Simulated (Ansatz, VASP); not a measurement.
**VSe in VASP and in Ansatz**

The input INCAR:

```
ALGO = Normal
EDIFF = 1E-6
ENCUT = 500
GGA_COMPAT = F
ISIF = 2
ISMEAR = 0
ISPIN = 2
LASPH = T
LCHARG = F
LDAU = T
LDAUJ = 0 0
LDAUL = 2 -1
LDAUPRINT = 1
LDAUTYPE = 2
LDAUU = 5 0
LMAXMIX = 4
LORBIT = 11
LREAL = F
LWAVE = F
MAGMOM = 3 -0.41
NBANDS = 20
NELM = 200
PREC = Accurate
SIGMA = 0.05
```

KPOINTS

```
k-points
0
Gamma
  6 6 6
```

File POSCAR:

```
VSe
1.0
    3.3195141700      0.0000000000      0.0000000000
    0.0000000000      3.3195141700      0.0000000000
    0.0000000000      0.0000000000      3.3195141700
V Se
1 1
Direct
    0.0000000000      0.0000000000      0.0000000000
    0.5000000000      0.5000000000      0.5000000000
```

Input for Ansatz:

```yaml
crystal:
  lattice:
    - [3.31951417, 0.0, 0.0]
    - [0.0, 3.31951417, 0.0]
    - [0.0, 0.0, 3.31951417]
  atoms:
    - { symbol: V, position: [0.0, 0.0, 0.0], spin: 1.5 }
    - { symbol: Se, position: [0.5, 0.5, 0.5] }
basis:
  ecutwfc: 420
  ecutrho_ratio: 4
kpoints:
  mp_grid: { grid: [6, 6, 6] }
hamiltonian:
  xc: lda
  hubbard: { sites: [{ site: 0, l: d, u_eff: 5.0 }] }
scf:
  occupations: { method: gaussian, width: 0.05 }
  lower_state_search: "off"
  max_iter: 150
output:
  forces: true
  stress: true
  eigenvalues: true
  populations: true
  hubbard: { sites: [{ site: 0, l: d }] }
magnetization:
  spin_polarized: true
  initial_magnetization: 1.5
  spin_locking: { lock_magnetization: soft, n_iters: 6 }
```

Alike in both runs: task single point; functional LDA; k mesh 6 × 6 × 6; occupations gaussian, width 0.05 eV; collinear spin; Hubbard terms V d U = 5.0 eV.

|  | VASP | Ansatz |
| --- | --- | --- |
| version | VASP 6.6.1 | Ansatz 0.2.0 |
| potentials or method | VASP PAW LDA potentials, release 64 (V_sv, Se), cutoff 500 eV | scalar-relativistic, plane waves, PAW |
| valence electrons in the cell | 19 | 29 |

VASP gave:

- gap on the k mesh at the Fermi level (eV): none
- pressure (GPa): -6.0
- net moment per atom (μB): 1.49
- size of the moment on the site where the two differ most (μB): 2.85

Task: Estimate Ansatz's values.

Result: gap on the k mesh at the Fermi level (eV): none; pressure (GPa): -4.6; net moment per atom (μB): 1.51; size of the moment on the site where the two differ most (μB): 3.00.

LDA's correlation is that of Perdew and Zunger in VASP and of Perdew and Wang (1992) in Ansatz. Site moments also hang on the region over which each program counts them. The programs project onto different local orbitals, so the same U acts differently, and such runs can settle in different states. A gap of «none» marks a metal or a gap that the smearing closes. VASP's potentials hold 19 valence electrons a cell and Ansatz's 29, so a difference there can come from the potentials and not from the codes. Ansatz's warnings: filled band counts differ across k points, stress scf threshold loose.
